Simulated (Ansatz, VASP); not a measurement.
# SiC, level by level in two programs

```
Si C
1.0
     3.05317    0.00000    0.00000
    -1.52659    2.64412    0.00000
     0.00000    0.00000   14.96497
Si C
6 6
Cartesian
  1.5266 0.8814 6.8584
  0.0000 1.7627 14.3409
  1.5266 0.8814 11.8478
  0.0000 1.7627 4.3653
  0.0000 0.0000 9.3531
  0.0000 0.0000 1.8706
  1.5266 0.8814 4.9878
  0.0000 1.7627 12.4703
  1.5266 0.8814 9.9771
  0.0000 1.7627 2.4947
  0.0000 0.0000 7.4825
  0.0000 0.0000 0.0000
```

Single points on this cell with VASP 6.6.1 and Ansatz 0.2.0. Each row is one pair of runs. Alike in all rows: spin: off; k mesh: 10 × 10 × 2; smearing: fermi-dirac, width 0.05 eV; VASP's potentials, cutoff: VASP PAW PBE potentials, release 64 (Si, C), 520 eV.

| level | Ansatz's potentials, cutoff | gap on the k mesh at the Fermi level (eV), VASP | gap on the k mesh at the Fermi level (eV), Ansatz | least direct gap on the mesh (eV), VASP | least direct gap on the mesh (eV), Ansatz | pressure (GPa), VASP | pressure (GPa), Ansatz |
| --- | --- | --- | --- | --- | --- | --- | --- |
| PBE+D4 | Ansatz PAW, 420 eV | 2.01 | 2.01 | 3.11 | 3.12 | 5.1 | 5.2 |
| revPBE+D4 | Ansatz PAW, 420 eV | 2.02 | 2.02 | 3.11 | 3.12 | 2.3 | 2.7 |
| PBEsol+D4 | Ansatz PAW, 420 eV | 1.90 | 1.91 | 3.01 | 3.02 | 3.9 | 3.5 |
| BLYP+D4 | Ansatz PAW, 420 eV | 2.33 | 2.32 | 3.43 | 3.41 | 5.7 | 5.1 |
| PBE | Ansatz NC, 1116 eV | 2.01 | 2.00 | 3.11 | 3.11 | 9.6 | 9.8 |
| r2SCAN+D3(BJ) | Ansatz PAW, 500 eV | 2.39 | 2.38 | 3.55 | 3.54 | 3.7 | 3.9 |

Gap on the k mesh at the fermi level (eV): the two programs differ by at most 0.011; least direct gap on the mesh (eV): the two programs differ by at most 0.013; pressure (GPa): the two programs differ by at most 0.64.
